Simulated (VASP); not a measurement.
Write the native input for VASP 6.6.1 that does the following.

* Task: single point
* Functional: PBE
* Potentials or basis: VASP PAW PBE potentials, release 64 (Fe, Al)
* Cutoff: 520 eV
* k mesh: 8 × 8 × 8
* Occupations: fermi-dirac, width 0.05 eV
* Spin: collinear spin, ferromagnetic start
* Starting moments: [1.5, 0.0] μB
* Fixed moment: 1.5 μB
* Dipole correction: no
* Further INCAR settings: ALGO = Normal; EDIFF = 1e-06; NBANDS = 16

The structure of AlFe lies in POSCAR:

```
AlFe
1.0
    2.9100000000      0.0000000000      0.0000000000
    0.0000000000      2.9100000000      0.0000000000
    0.0000000000      0.0000000000      2.9100000000
Fe Al
1 1
Direct
    0.5000000000      0.5000000000      0.5000000000
    0.0000000000      0.0000000000      0.0000000000
```

The input as run:

INCAR

```
PREC = Accurate
ENCUT = 520
EDIFF = 1E-6
ISMEAR = -1
SIGMA = 0.05
LREAL = F
LASPH = T
NELM = 150
ALGO = Normal
ISIF = 2
LWAVE = F
LCHARG = F
ISPIN = 2
MAGMOM = 1.5 0
LORBIT = 11
NUPDOWN = 1.5
LMAXMIX = 4
GGA = PE
NBANDS = 16
```

KPOINTS

```
Automatic mesh
0
Gamma
  8 8 8
```

Potentials or basis: VASP PAW PBE potentials, release 64 (Fe, Al).

Command:

```sh
$ cat potpaw_PBE.64/Fe/POTCAR potpaw_PBE.64/Al/POTCAR > POTCAR
$ mpirun -np 1 vasp_std > vasp.out
```

Results of the run:

```json
{
 "Pressure": "-0.1 GPa",
 "Net moment": "1.50 μB per cell",
 "Site moments": "Fe +1.57; Al -0.04 μB",
 "Valence electrons inside the program's atomic spheres": "Fe 7.33; Al 0.82"
}
```

Caveat: the total moment is fixed, so each spin has its own Fermi level.

It took 16 s on 1 thread of Intel(R) Xeon(R) Platinum 8488C (Sapphire Rapids) (shared host), peak memory 0.15 GiB.
